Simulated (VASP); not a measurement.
Runs of VASP 6.6.1 on Si4Ru. The structure is that of space group Im-3m (No. 229), or close to it. The cells are those of the table. The cell was built from a structure type or drawn by symmetry, and may not be a known phase.

```csv
task,spin,cell,k mesh,cutoff (eV),gap on the mesh (eV),pressure (GPa),relaxed volume (Å³/atom)
relaxation of cell and atoms,off,"relaxed from a = 4.778 Å, angles 109.5°, 5 atoms",10 × 10 × 10,600,none,0.0,16.71
single point,"collinear, ferromagnetic start","a = 4.778 Å, angles 109.5°, 5 atoms",4 × 4 × 4,520,none,0.1,-
single point,off,"a = 4.770 Å, angles 109.5°, 5 atoms",10 × 10 × 10,520,none,0.0,-
single point,off,"a = 4.778 Å, angles 109.5°, 5 atoms",4 × 4 × 4,520,none,0.1,-
relaxation of cell and atoms,off,"relaxed from a = 4.617 Å, angles 109.5°, 5 atoms",4 × 4 × 4,600,none,-0.1,(a)
single point,off,"a = 4.617 Å, angles 109.5°, 5 atoms",4 × 4 × 4,520,none,15.3,-
```

Alike in all rows: level PBE; potentials or basis VASP PAW PBE potentials, release 64 (Si, Ru_pv); smearing gaussian 0.1 eV.

Problem. Fill in the values left out.

Solution. (a) 16.82.

Caveats: some runs use coarse meshes.

A k mesh can miss the band edges, and the runs leave out spin-orbit coupling on Ru.

A gap of «none» marks levels without a gap at the run's occupations.
